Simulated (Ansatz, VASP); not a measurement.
# Two plane-wave programs on Ge

```
CELL_PARAMETERS angstrom
-1.68099 1.68099 1.68099
1.68099 -1.68099 1.68099
1.68099 1.68099 -1.68099
ATOMIC_POSITIONS crystal
Ge 0.00000 0.00000 0.00000
```

Alike in both runs: task relaxation of cell and atoms; functional PBEsol; k mesh 16 × 16 × 16; occupations fermi-dirac, width 0.08 eV; no spin polarisation.

|  | VASP | Ansatz |
| --- | --- | --- |
| version | VASP 6.6.1 | Ansatz 0.2.0 |
| potentials or method | VASP PAW PBE potentials, release 64 (Ge_d) | PAW with Ansatz's default frozen-core files, scalar-relativistic |
| plane-wave cutoff (eV) | 500 | 420 |
| valence electrons in the cell | 14 | 14 |

|  | VASP | Ansatz | Ansatz less VASP |
| --- | --- | --- | --- |
| relaxed volume (Å³/atom) | 18.34 | 18.35 | +0.003 |
| relaxed cell length with the largest relative difference (Å) | 2.878 | 2.878 | +0.0001 |

VASP's potentials were made for PBE, not for PBEsol.
